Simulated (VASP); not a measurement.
Runs of VASP 6.6.1 on Ti. Symmetry: P6/mmm, No. 191, hexagonal system. Conventional cell: a = 4.600 Å, b = 4.600 Å, c = 2.820 Å, α = 90.00°, β = 90.00°, γ = 120.00°. Within 3.7 Å of Ti (site symmetry 6/mmm) lie 14 Ti at 2.82 to 3.01 Å. Ti (site symmetry -6m2) has 11 Ti at 2.66 to 3.01 Å within 3.5 Å. 

| smearing | gap on the mesh (eV) | pressure (GPa) |
| --- | --- | --- |
| methfessel-paxton 0.3 eV | none | -1.1 |
| methfessel-paxton 0.5 eV | none | -1.2 |
| methfessel-paxton 0.1 eV | none | -1.1 |
| methfessel-paxton 0.2 eV | none | (a) |

Alike in all rows: task single point; level r2SCAN; potentials or basis VASP PAW PBE potentials, release 64 (Ti_sv); no spin polarisation; cell as given; k mesh 7 × 7 × 10; cutoff (eV) 520.

Fill in the values left out.

(a) -1.0.

Caveats: the PAW data sets were made with another functional, which shifts forces and pressure a little.

A gap of «none» marks levels without a gap at the run's occupations.
